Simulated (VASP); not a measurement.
# Ga7Sb9 (a cell with a defect): relaxation of the atoms with PBE

The system is Ga7Sb9 (a cell with a defect).

```
Sb Ga
1.0
     0.00000    6.11800    6.11800
     6.11800    0.00000    6.11800
     6.11800    6.11800    0.00000
Sb Ga
9 7
Direct
  0.00000 0.00000 0.00000
  0.12500 0.12500 0.12500
  0.12500 0.12500 0.62500
  0.12500 0.62500 0.12500
  0.12500 0.62500 0.62500
  0.62500 0.12500 0.12500
  0.62500 0.12500 0.62500
  0.62500 0.62500 0.12500
  0.62500 0.62500 0.62500
  0.00000 0.00000 0.50000
  0.00000 0.50000 0.00000
  0.00000 0.50000 0.50000
  0.50000 0.00000 0.00000
  0.50000 0.00000 0.50000
  0.50000 0.50000 0.00000
  0.50000 0.50000 0.50000
```

```
Program                : VASP 6.6.1
Task                   : relaxation of the atoms
Functional             : PBE
Potentials or basis    : VASP PAW PBE potentials, release 64 (Sb, Ga_d)
Cutoff                 : 450 eV
k mesh                 : 2 × 2 × 2
Occupations            : fermi-dirac, width 0.05 eV
Spin                   : no spin polarisation
Dipole correction      : no
Further INCAR settings : ALGO = Normal; EDIFF = 1e-07; IBRION = 2; EDIFFG = -0.02; NSW = 60
```

The energy gained by relaxing is 48.9 meV/atom and the ionic steps are 8. The pressure after relaxing is 5.9 GPa, the largest force after relaxing is 0.005 eV/Å and the band gap on the k mesh is zero (bands 68 and 69 overlap by 0.78 eV).

Forces in eV/Å, atoms in the order of the input:
```
Sb   0.000  0.000  0.000
Sb   0.003  0.003  0.003
Sb  -0.003 -0.003  0.003
Sb  -0.003  0.003 -0.003
Sb  -0.003  0.003  0.003
Sb   0.003 -0.003 -0.003
Sb   0.003 -0.003  0.003
Sb   0.003  0.003 -0.003
Sb  -0.003 -0.003 -0.003
Ga   0.000  0.000  0.005
Ga   0.000  0.005  0.000
Ga  -0.005  0.000  0.000
Ga   0.005  0.000  0.000
Ga   0.000 -0.005  0.000
Ga   0.000  0.000 -0.005
Ga   0.000  0.000  0.000
```

Step by step:
```csv
step,energy change (eV),largest force (eV/Å),pressure (GPa)
1,0.0000,2.0342,6.73
2,-0.5904,0.8842,6.29
3,-0.7633,0.2334,5.96
4,-0.7637,0.2328,5.95
5,-0.7786,0.0917,5.93
6,-0.7817,0.0309,5.91
7,-0.7817,0.0298,5.91
8,-0.7819,0.0053,5.91
```

Final structure:
```
Sb Ga
1.0
     0.00000    6.11800    6.11800
     6.11800    0.00000    6.11800
     6.11800    6.11800    0.00000
Sb Ga
9 7
Direct
  0.00000 0.00000 0.00000
  0.13416 0.13416 0.13416
  0.13416 0.13416 0.59752
  0.13416 0.59752 0.13416
  0.12731 0.62423 0.62423
  0.59752 0.13416 0.13416
  0.62423 0.12731 0.62423
  0.62423 0.62423 0.12731
  0.62423 0.62423 0.62423
  0.99587 0.99587 0.50413
  0.99587 0.50413 0.99587
  0.99587 0.50413 0.50413
  0.50413 0.99587 0.99587
  0.50413 0.99587 0.50413
  0.50413 0.50413 0.99587
  0.50000 0.50000 0.50000
```

Levels at points of the mesh, in eV from the Fermi level:
```tsv
k point	band 65	band 66	band 67	band 68	band 69	band 70	band 71	band 72
(0.00, 0.00, 0.00)	-1.41	-0.62	-0.62	-0.62	-0.45	-0.03	-0.03	-0.03
(0.50, 0.00, 0.00)	-1.37	-1.22	-1.22	-0.35	0.19	0.66	1.00	1.07
(0.50, 0.50, 0.00)	-1.84	-1.84	-1.61	0.33	0.49	1.12	1.22	1.47
```

Wall time 9.3 min on 1 thread of Intel(R) Xeon(R) 6975P-C (Granite Rapids), with other jobs on the host, peak memory 0.55 GiB.

Caveat: the k points lie up to 0.44 Å⁻¹ apart, too coarse for converged energies and pressures of a metal; spin-orbit coupling is left out, which moves the levels of the heavy elements.
